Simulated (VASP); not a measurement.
Here is a VASP 6.6.1 calculation.

Contents of INCAR:

```
PREC     = Accurate       # precision mode
ENCUT    = 500            # plane-wave cutoff, eV
EDIFF    = 1E-6           # SCF threshold, eV
ISMEAR   = 0              # smearing method
SIGMA    = 0.2            # smearing width, eV
LREAL    = F              # projectors in reciprocal space
LASPH    = T              # aspherical terms in the spheres
NELM     = 120            # most SCF steps
ALGO     = Normal         # electronic algorithm
ISIF     = 2              # what is computed and relaxed
LWAVE    = F              # write WAVECAR
LCHARG   = T              # write CHGCAR
GGA      = PE             # functional
LELF     = T              # ELF
LVHAR    = T            
NBANDS   = 26             # bands
GGA_COMPAT= F
```

KPOINTS

```
Automatic mesh
0
Gamma
  5 5 3
```

Contents of POSCAR:

```
Si3IrRu
1.0
    3.2579200614      0.0000000000      0.0000000000
    0.0000000000      3.2579200614      0.0000000000
    0.0000000000      0.0000000000      7.3890823702
Si Ru Ir
3 1 1
Direct
    0.0000000000      0.0000000000      0.1753499777
    0.0000000000      0.0000000000      0.8246500223
    0.0000000000      0.0000000000      0.5000000000
    0.5000000000      0.5000000000      0.0000000000
    0.5000000000      0.5000000000      0.5000000000
```

Potentials or basis: VASP PAW PBE potentials, release 64 (Si, Ru_pv, Ir).

The run is started by

```console
$ cat potpaw_PBE.64/Si/POTCAR potpaw_PBE.64/Ru_pv/POTCAR potpaw_PBE.64/Ir/POTCAR > POTCAR
$ mpirun -np 1 vasp_std > vasp.out
```

**Question.** Estimate the largest force.

**Answer.** 0.013 eV/Å.

**Question.** Predict the pressure.

**Answer.** 0.3 GPa.

Stress tensor (GPa, compression positive):
```
 0.43  0.00  0.00
 0.00  0.43  0.00
 0.00  0.00 -0.07
```

Caveat: the k points lie up to 0.39 Å⁻¹ apart.
